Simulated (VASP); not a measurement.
Write the native input for VASP 6.6.1 that does the following.

```yaml
Task: single point
Functional: PBEsol
Potentials_or_basis: VASP PAW PBE potentials, release 64 (B, N)
Cutoff: 520 eV
k_mesh: 10 × 10 × 6
Occupations: fermi-dirac, width 0.01 eV
Spin: no spin polarisation
Dipole_correction: no
Further_INCAR_settings: ALGO = Normal; EDIFF = 1e-06; NBANDS = 11
```

The structure of BN lies in POSCAR:

```
BN
1.0
    2.4034154899      0.0000000000      0.0000000000
   -1.1947031683      2.0854472854      0.0000000000
   -0.6043561608     -1.0427241218      2.8964516350
B N
1 1
Direct
    0.9796430000      0.9834990000      0.0018060000
    0.6685060000      0.3323850000      0.9849990000
```

The input as run:

INCAR

```
PREC     = Accurate       # precision mode
ENCUT    = 520            # plane-wave cutoff, eV
EDIFF    = 1E-6           # SCF threshold, eV
ISMEAR   = -1             # smearing method
SIGMA    = 0.01           # smearing width, eV
LREAL    = F              # projectors in reciprocal space
LASPH    = T              # aspherical terms in the spheres
NELM     = 60             # most SCF steps
ALGO     = Normal         # electronic algorithm
ISIF     = 2              # what is computed and relaxed
LWAVE    = F              # write WAVECAR
LCHARG   = F              # write CHGCAR
GGA      = PS             # functional
NBANDS   = 11             # bands
```

KPOINTS

```
Automatic mesh
0
Gamma
  10 10 6
```

Potentials or basis: VASP PAW PBE potentials, release 64 (B, N).

Run with:

```sh
$ cat potpaw_PBE.64/B/POTCAR potpaw_PBE.64/N/POTCAR > POTCAR
$ mpirun -np 1 vasp_std > vasp.out
```

Results of the run:

| Item | Value |
| --- | --- |
| Pressure | 45.2 GPa |
| Largest force | 3.612 eV/Å |
| Band gap on the k mesh | 2.59 eV, indirect (least direct gap 4.81 eV) |

Caveat: the PAW data sets were made with another functional, which shifts forces and pressure a little.

Run time: 24 s on 1 thread of AMD EPYC 7R13 Processor (Zen 3) (shared host), peak memory 0.12 GiB.
